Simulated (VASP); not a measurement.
Set up this calculation in VASP 6.6.1, as the native input.

| Item | Value |
| --- | --- |
| Task | single point |
| Functional | PBEsol |
| Dispersion | D4 |
| Potentials or basis | VASP PAW PBE potentials, release 64 (Sb) |
| Cutoff | 520 eV |
| k mesh | 12 × 12 × 12 |
| Occupations | gaussian, width 0.01 eV |
| Spin | no spin polarisation |
| Dipole correction | no |
| Further INCAR settings | ALGO = Normal; EDIFF = 1e-06; NBANDS = 8 |

The structure of Sb lies in POSCAR:

```
Sb
1.0
   -1.5869811508      1.5869811508      2.7298988119
    1.5869811508     -1.5869811508      2.7298988119
    1.5869811508      1.5869811508     -2.7298988119
Sb
1
Direct
    0.0000000000      0.0000000000      0.0000000000
```

This cell differs from its parent crystal: volume scaled by 1.02.

The input as run:

INCAR

```
SYSTEM = Sb
PREC     = Accurate       ! precision mode
ENCUT    = 520            ! plane-wave cutoff, eV
EDIFF    = 1E-6           ! SCF threshold, eV
ISMEAR   = 0              ! smearing method
SIGMA    = 0.01           ! smearing width, eV
LREAL    = .FALSE.        ! projectors in reciprocal space
LASPH    = .TRUE.         ! aspherical terms in the spheres
NELM     = 80             ! most SCF steps
ALGO     = Normal         ! electronic algorithm
ISIF     = 2              ! what is computed and relaxed
LWAVE    = .FALSE.        ! write WAVECAR
LCHARG   = .TRUE.         ! write CHGCAR
GGA      = PS             ! functional
IVDW     = 13             ! dispersion correction
LELF     = .TRUE.         ! ELF
LVHAR    = .TRUE.       
NBANDS   = 8              ! bands
```

KPOINTS

```
Automatic mesh
0
G
  12 12 12
  0 0 0
```

Potentials or basis: VASP PAW PBE potentials, release 64 (Sb).

Launch:

```bash
$ cat potpaw_PBE.64/Sb/POTCAR > POTCAR
$ mpirun -np 1 vasp_std > vasp.out
```

Results of the run:

The pressure is -4.2 GPa and the dispersion energy per atom is -0.319 eV.

Caveat: the PAW data sets were made with another functional, which shifts forces and pressure a little; pairwise dispersion overbinds metals, which lowers pressure and volume.

Wall time 27 s on 1 thread of Intel(R) Xeon(R) Platinum 8375C CPU @ 2.90GHz (Ice Lake), with other jobs on the host, peak memory 0.18 GiB.
